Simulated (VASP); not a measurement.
# Sn (Fd-3m) in VASP: further runs

Sn is run at these levels: LDA; tasks: single point.

All numbers are computed with VASP 6.6.1; they aren't measurements. Logs are shortened: lines on timing, memory, paths and dates and some standing lists are left out, and cuts for length are marked.

**1. The cell of the first run**

The structure is cubic, space group Fd-3m (No. 227). The conventional cell has a = 6.049 Å, b = 6.049 Å, c = 6.049 Å, α = 90.00°, β = 90.00°, γ = 90.00°. Within 3.5 Å of Sn (site symmetry -43m) lie 4 Sn at 2.62 Å.

**2. Single point, LDA**

Input file INCAR:

```
SYSTEM = Sn
PREC = Accurate
ENCUT = 520
EDIFF = 1E-6
ISMEAR = -1
SIGMA = 0.1
LREAL = .False.
LASPH = .True.
NELM = 100
ALGO = Normal
ISIF = 2
LWAVE = .False.
LCHARG = .False.
GGA = CA
NBANDS = 21
```

Input file KPOINTS:

```
Automatic mesh
0
Gamma
  14 14 14
  0 0 0
```

Input file POSCAR:

```
Sn
1.0
    0.0000000000      3.0243195611      3.0243195611
    3.0243195611      0.0000000000      3.0243195611
    3.0243195611      3.0243195611      0.0000000000
Sn
2
Direct
    0.5000000000      0.5000000000      0.5000000000
    0.7500000000      0.7500000000      0.7500000000
```

Potentials or basis: VASP PAW LDA potentials, release 64 (Sn_d).

Command:

```sh
cat potpaw_LDA.64/Sn_d/POTCAR > POTCAR
mpirun -np 1 vasp_std > vasp.out
```

OUTCAR:

```text
SYSTEM = Sn
   PREC = Accurate
   ENCUT = 520
   EDIFF = 1E-6
   ISMEAR = -1
   LREAL = .False.
   LASPH = .True.
   NELM = 100
   ISIF = 2
   GGA = CA

 ion  position               nearest neighbor table
   1  0.500  0.500  0.500-   2 2.62   2 2.62   2 2.62   2 2.62
   2  0.750  0.750  0.750-   1 2.62   1 2.62   1 2.62   1 2.62

  LATTYP: Found a face centered cubic cell.
 ALAT       =     6.0486391222

  Lattice vectors:

 A1 = (   0.0000000000,   3.0243195611,   3.0243195611)
 A2 = (   3.0243195611,   0.0000000000,   3.0243195611)
 A3 = (   3.0243195611,   3.0243195611,   0.0000000000)

Analysis of symmetry for initial positions (statically):
=====================================================================
 Subroutine PRICEL returns:
 Original cell was already a primitive cell.

 Routine SETGRP: Setting up the symmetry group for a
 face centered cubic supercell.

 Subroutine GETGRP returns: Found 48 space group operations
 (whereof 24 operations were pure point group operations)
 out of a pool of 48 trial point group operations.

The static configuration has the point symmetry T_d .
 The point group associated with its full space group is O_h .

Analysis of symmetry for dynamics (positions and initial velocities):
=====================================================================
 Subroutine PRICEL returns:
 Original cell was already a primitive cell.

 Routine SETGRP: Setting up the symmetry group for a
 face centered cubic supercell.

 Subroutine GETGRP returns: Found 48 space group operations
 (whereof 24 operations were pure point group operations)
 out of a pool of 48 trial point group operations.

The dynamic configuration has the point symmetry T_d .
 The point group associated with its full space group is O_h .

 Subroutine INISYM returns: Found 48 space group operations
 (whereof 24 operations are pure point group operations),
 and found     1 'primitive' translations

----------------------------------------------------------------------------------------

                                     Primitive cell

  volume of cell :      55.3239

  direct lattice vectors                    reciprocal lattice vectors
     0.000000000  3.024319561  3.024319561    -0.165326444  0.165326444  0.165326444
     3.024319561  0.000000000  3.024319561     0.165326444 -0.165326444  0.165326444
[... 74 lines left out ...]
   NGXF,Y,Z  is equivalent  to a cutoff of  24.88, 24.88, 24.88 a.u.
 SYSTEM =  Sn
   PREC   = accura    normal or accurate (medium, high low for compatibility)
   ISTART =      0    job   : 0-new  1-cont  2-samecut
   ICHARG =      2    charge: 1-file 2-atom 10-const
   ISPIN  =      1    spin polarized calculation?
   LNONCOLLINEAR =      F non collinear calculations
   LSORBIT =      F    spin-orbit coupling
   LASPH  =      T    aspherical Exc in radial PAW
   ENCUT  =  520.0 eV  38.22 Ry    6.18 a.u.   7.95  7.95  7.95*2*pi/ulx,y,z
   NELM   =    100;   NELMIN=  2; NELMDL= -5     # of ELM steps
   EDIFF  = 0.1E-05   stopping-criterion for ELM
   LREAL  =      F    real-space projection
   EDIFFG = 0.1E-04   stopping-criterion for IOM
   NSW    =      0    number of steps for IOM
   IBRION =     -1    ionic relax: 0-MD 1-quasi-New 2-CG
   NFREE  =      0    steps in history (QN), initial steepest desc. (CG)
   ISIF   =      2    stress and relaxation
   ISYM   =      2    0-nonsym 1-usesym 2-fastsym
   POTIM  = 0.5000    time-step for ionic-motion
   TEBEG  =    0.0;   TEEND  =   0.0 temperature during run
   PSTRESS=    0.0 pullay stress
   NELECT =      28.0000    total number of electrons
   NUPDOWN=      -1.0000    fix difference up-down
   EMIN   =  10.00;   EMAX   =-10.00  energy-range for DOS
   EFERMI =   0.00;   METHOD = LEGACY
   ISMEAR =    -1;   SIGMA  =   0.10  broadening in eV -4-tet -1-fermi 0-gaus
   EFERMI_NEDOS =   21; number of points for ismear=-14 and -15
   IALGO  =     38    algorithm
   IMIX   =      4    mixing-type and parameters
     AMIX     =   0.40;   BMIX     =  1.00
     AMIX_MAG =   1.60;   BMIX_MAG =  1.00
  volume/ion in A,a.u.               =      27.66       186.67
  Fermi-wavevector in a.u.,A,eV,Ry     =   1.304637  2.465407 23.158188  1.702079
  Thomas-Fermi vector in A             =   2.435560
   LORBIT       =      0    0 simple, 1 ext, 2 COOP (PROOUT), +10 PAW based schemes
   GGA     = CA    functional components
   LHFCALC =     F    Hartree Fock is set to
   AEXX    =    0.0000 exact exchange contribution
   IVDW    =     0    specifies the selected vdW correction
   LEPSILON=     F    determine dielectric tensor
   LRPA    =     F    only Hartree local field effects (RPA)
 non-spin polarized calculation
  energy-cutoff  :      520.00
  volume of cell :       55.32
 maximum number of plane-waves:      1524
   NGX = 15   NGY = 15   NGZ = 15

 number of electron      28.0000000 magnetization

 Free energy of the ion-electron system (eV)
  ---------------------------------------------------
  ext. energy  EPLUGINS =         0.00000000
  ---------------------------------------------------
  free energy    TOTEN  =        -8.45559013 eV

  energy without entropy =       -8.45280149  energy(sigma->0) =       -8.45419581

 E-fermi :   8.0431     XC(G=0): -10.1445

 val. band max:        8.0011464433   @ k =   0.0000   0.0000   0.0000
 cond. band min:       8.2052374325   @ k =   0.4286   0.4286   0.0000
 fundamental gap:      0.2040909892
 Fermi energy:         8.0430546024

 k-point     1 :       0.0000    0.0000    0.0000
  band No.  band energies     occupation
      1     -14.3097      2.00000
      2     -14.3097      2.00000
      3     -14.3097      2.00000
      4     -14.2135      2.00000
      5     -14.2135      2.00000
      6     -13.6764      2.00000
[... 565 lines left out ...]
     20      15.5494      0.00000
     21      16.3004      0.00000

 [... further k-points ...]
[... 5 lines left out ...]
  --------------------------------------------------------------------------------------
  -------------------------------------------------------------------------------------
  Total        5.2311587      5.2311587      5.2311587      0.0000000      0.0000000     -0.0000000
  in kB      151.4940044    151.4940044    151.4940044      0.0000000      0.0000000     -0.0000000
  external PRESSURE =     151.4940044 kB  Pullay stress =       0.0000000 kB

 VOLUME and BASIS-vectors are now :
 -----------------------------------------------------------------------------
  energy-cutoff  :      520.00
  volume of cell :       55.32
      direct lattice vectors                 reciprocal lattice vectors
     0.000000000  3.024319561  3.024319561    -0.165326444  0.165326444  0.165326444
     3.024319561  0.000000000  3.024319561     0.165326444 -0.165326444  0.165326444
     3.024319561  3.024319561  0.000000000     0.165326444  0.165326444 -0.165326444

 POSITION                                       TOTAL-FORCE (eV/Angst)
 -----------------------------------------------------------------------------------
      3.02432      3.02432      3.02432        -0.000000     -0.000000     -0.000000
      4.53648      4.53648      4.53648         0.000000      0.000000      0.000000
 -----------------------------------------------------------------------------------
    total drift:                               -0.000000     -0.000000      0.000000

  FREE ENERGIE OF THE ION-ELECTRON SYSTEM (eV)
  ---------------------------------------------------
  free  energy   TOTEN  =        -8.4555901321 eV

  energy  without entropy=       -8.4528014930  energy(sigma->0) =       -8.45419581
```

OSZICAR:

```text
N       E                     dE             d eps       ncg     rms          rms(c)
DAV:   1     0.234086593067E+03    0.23409E+03   -0.14847E+04  4435   0.212E+03
DAV:   2     0.171753629405E+02   -0.21691E+03   -0.21193E+03  4383   0.463E+02
DAV:   3    -0.783674533093E+01   -0.25012E+02   -0.24867E+02  5103   0.143E+02
DAV:   4    -0.864464806200E+01   -0.80790E+00   -0.80757E+00  4981   0.289E+01
DAV:   5    -0.867123515419E+01   -0.26587E-01   -0.26587E-01  6156   0.512E+00    0.451E+00
DAV:   6    -0.852403981964E+01    0.14720E+00   -0.59175E-02  5255   0.233E+00    0.253E+00
DAV:   7    -0.845458025992E+01    0.69460E-01   -0.94499E-02  4719   0.255E+00    0.169E-01
DAV:   8    -0.845552345699E+01   -0.94320E-03   -0.84419E-03  5103   0.865E-01    0.599E-02
DAV:   9    -0.845559482215E+01   -0.71365E-04   -0.28258E-04  6189   0.109E-01    0.222E-02
DAV:  10    -0.845559009249E+01    0.47297E-05   -0.17398E-05  5820   0.411E-02    0.553E-03
DAV:  11    -0.845559013209E+01   -0.39598E-07   -0.13237E-06  3938   0.833E-03
   1 F= -.84555901E+01 E0= -.84541958E+01  d E =-.278864E-02
```

stdout:

```text
POSCAR found type information on POSCAR Sn
 POSCAR found :  1 types and       2 ions
 scaLAPACK will be used
 LDA part: xc-table for (Slater(with rela. corr.)+CA(PZ))
 , standard interpolation
 POSCAR, INCAR and KPOINTS ok, starting setup
 FFT: planning ... GRIDC
 FFT: planning ... GRID_SOFT
 FFT: planning ... GRID
 WAVECAR not read
 entering main loop
```

Run time: 57 s. Hardware: 1 thread of Intel Xeon Platinum 8259CL at 2.50GHz (Skylake/Cascade Lake), shared host; peak memory 0.22 GiB.

What came out:

```yaml
Free_energy: -8.4556 eV
Pressure: 15.1 GPa
Band_gap_on_the_k_mesh: 0.20 eV, indirect (least direct gap 0.66 eV)
```

Caveat: spin-orbit coupling is left out, which moves the levels of the heavy elements. A k mesh can miss the band edges.

**3. Single point, LDA**

This run uses another cell than the first one, of 29.09 Å³/atom, 1.052 times its volume.

Input file INCAR:

```
SYSTEM = Sn
PREC = Accurate ; ENCUT = 520
EDIFF = 1E-7 ; ISMEAR = -1
SIGMA = 0.1 ; LREAL = .FALSE.
LASPH = .TRUE. ; NELM = 60
ALGO = Normal ; ISIF = 2
LWAVE = .FALSE. ; LCHARG = .FALSE.
GGA = CA ; NBANDS = 21
```

Input file KPOINTS:

```
regular mesh
0
G
  14 14 14
  0 0 0
```

Input file POSCAR:

```
Sn
1.0
    0.0000000000      3.0754923571      3.0754923571
    3.0754923571      0.0000000000      3.0754923571
    3.0754923571      3.0754923571      0.0000000000
Sn
2
Direct
    0.5000000000      0.5000000000      0.5000000000
    0.7500000000      0.7500000000      0.7500000000
```

Potentials or basis: VASP PAW LDA potentials, release 64 (Sn_d).

Command:

```sh
cat potpaw_LDA.64/Sn_d/POTCAR > POTCAR
mpirun -np 1 vasp_std > vasp.out
```

It took 62 s on 1 thread of Intel Xeon Platinum 8259CL at 2.50GHz (Skylake/Cascade Lake), shared host; peak memory 0.22 GiB.

The run converged. Its results:

| Quantity | Value |
| --- | --- |
| Free energy | -8.6795 eV |
| Pressure | 10.1 GPa |
| Band gap on the k mesh | 0.17 eV, indirect (least direct gap 0.28 eV) |

Levels at points of the mesh, in eV from the valence-band top:
| k point | band 11 | band 12 | band 13 | band 14 | band 15 | band 16 | band 17 | band 18 |
| --- | --- | --- | --- | --- | --- | --- | --- | --- |
| (0.00, 0.00, 0.00) | -11.93 | 0.00 | 0.00 | 0.00 | 0.28 | 2.05 | 2.05 | 2.05 |
| (0.50, 0.00, 0.00) | -9.94 | -7.15 | -1.48 | -1.48 | 0.17 | 3.18 | 3.18 | 5.26 |
| (0.50, 0.50, 0.00) | -8.27 | -8.27 | -3.13 | -3.13 | 0.46 | 0.46 | 8.61 | 8.61 |

Caveat: spin-orbit coupling is left out, which moves the levels of the heavy elements. A k mesh can miss the band edges.

**4. Single point, LDA**

This run uses another cell than the first one, of 30.17 Å³/atom, 1.091 times its volume.

Input file INCAR:

```
SYSTEM = Sn
  PREC = Accurate
  ENCUT = 520
  EDIFF = 1E-6
  ISMEAR = -1
  SIGMA = 0.1
  LREAL = .False.
  LASPH = .True.
  NELM = 60
  ALGO = Normal
  ISIF = 2
  LWAVE = .False.
  LCHARG = .True.
  LELF = .True.
  LVHAR = .True.
  NBANDS = 21
```

Input file KPOINTS:

```
Automatic mesh
0
Gamma
  14 14 14
  0 0 0
```

Input file POSCAR:

```
Sn
1.0
    0.0000000000      3.1132507723      3.1132507723
    3.1132507723      0.0000000000      3.1132507723
    3.1132507723      3.1132507723      0.0000000000
Sn
2
Direct
    0.5000000000      0.5000000000      0.5000000000
    0.7500000000      0.7500000000      0.7500000000
```

Command:

```sh
cat potpaw_LDA.64/Sn_d/POTCAR > POTCAR
mpirun -np 1 vasp_std > vasp.out
```

Wall time 87 s (1 thread of Intel Xeon Platinum 8259CL at 2.50GHz (Skylake/Cascade Lake), shared host); peak memory 0.24 GiB.

The run converged. Its results:

```
Free energy : -8.7956 eV
Pressure    : 7.1 GPa
```

Levels at points of the mesh, in eV from the Fermi level:
```tsv
k point	band 12	band 13	band 14	band 15	band 16	band 17
(0.00, 0.00, 0.00)	-0.03	-0.03	-0.03	-0.02	2.03	2.03
(0.50, 0.00, 0.00)	-6.99	-1.44	-1.44	0.05	3.14	3.14
(0.50, 0.50, 0.00)	-8.14	-3.02	-3.02	0.49	0.49	8.34
```

Caveat: spin-orbit coupling is left out, which moves the levels of the heavy elements.

**5. Summary**

| cell | gap on the mesh (eV) | pressure (GPa) |
| --- | --- | --- |
| a = 4.277 Å, angles 60.0°, 2 atoms | 0.20 | 15.1 |
| a = 4.349 Å, angles 60.0°, 2 atoms | 0.17 | 10.1 |
| a = 4.403 Å, angles 60.0°, 2 atoms | - | 7.1 |

Alike in all rows: task single point; level LDA; potentials or basis VASP PAW LDA potentials, release 64 (Sn_d); no spin polarisation; k mesh 14 × 14 × 14; cutoff (eV) 520; smearing fermi-dirac 0.1 eV.

Caveats: spin-orbit coupling is left out, which moves the levels of the heavy elements.

Total energies depend on the potentials used, so only differences within one code and one set of settings carry meaning.
